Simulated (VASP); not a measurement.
Write the native input for VASP 6.6.1 that does the following.

* Task: relaxation of cell and atoms
* Functional: PBE
* Potentials or basis: VASP PAW PBE potentials, release 64 (In_d, Ge_d, O)
* Cutoff: 600 eV
* k mesh: 4 × 4 × 2
* Occupations: gaussian, width 0.1 eV
* Spin: no spin polarisation
* Dipole correction: no
* Further INCAR settings: ALGO = Normal; EDIFF = 1e-07; IBRION = 2; EDIFFG = -0.04; NSW = 90; ISIF = 3

The structure of InGe2O2 lies in POSCAR:

```
InGe2O2
1.0
    4.7006077900      0.0000000000      0.0000000000
    0.0000000000      4.7006077900      0.0000000000
    0.0000000000      0.0000000000      8.5706903600
In Ge O
2 4 4
Direct
    0.0000000000      0.0000000000      0.5000000000
    0.5000000000      0.5000000000      0.5000000000
    0.0000000000      0.0000000000      0.0000000000
    0.5000000000      0.5000000000      0.0000000000
    0.0000000000      0.5000000000      0.0000000000
    0.5000000000      0.0000000000      0.0000000000
    0.2849139500      0.7849139500      0.0000000000
    0.7150860500      0.2150860500      0.0000000000
    0.7849139500      0.7150860500      0.0000000000
    0.2150860500      0.2849139500      0.0000000000
```

The cell was generated, and may not be a known phase.

The input as run:

INCAR

```
SYSTEM = InGe2O2
ALGO = Normal ; EDIFF = 1E-7
EDIFFG = -0.04 ; ENCUT = 600
GGA = PE ; IBRION = 2
ISIF = 3 ; ISMEAR = 0
LASPH = .TRUE. ; LCHARG = .FALSE.
LREAL = .FALSE. ; LWAVE = .FALSE.
NELM = 100 ; NSW = 90
PREC = Accurate ; SIGMA = 0.1
```

KPOINTS

```
k-points
0
G
  4 4 2
  0 0 0
```

Potentials or basis: VASP PAW PBE potentials, release 64 (In_d, Ge_d, O).

Launch:

```console
$ cat potpaw_PBE.64/In_d/POTCAR potpaw_PBE.64/Ge_d/POTCAR potpaw_PBE.64/O/POTCAR > POTCAR
$ mpirun -np 1 vasp_std > vasp.out
```

It gave:

```
Relaxed volume                        : 20.93 Å³/atom
Relaxed cell                          : a = 6.122 Å, b = 6.122 Å, c = 5.584 Å, α = 90.00°, β = 90.00°, γ = 90.00°
Space group after relaxing (to 0.1 Å) : P4/mmm (No. 123)
Energy gained by relaxing             : 4389.8 meV/atom
Ionic steps                           : 26
Pressure after relaxing               : 0.1 GPa
Largest force after relaxing          : 0.010 eV/Å
Band gap on the k mesh                : zero (bands 53 and 54 overlap by 1.60 eV)
```

Caveat: the k points lie up to 0.56 Å⁻¹ apart in the final cell, too coarse for converged energies and pressures of a metal; a cell axis changed by over 15 % at a fixed basis, so the end point is rough; spin-orbit coupling is left out, which moves the levels of the heavy elements.

Wall time 54 min on 1 thread of AMD EPYC 9R45 96-Core Processor (Zen 5), on a shared host, peak memory 0.41 GiB.
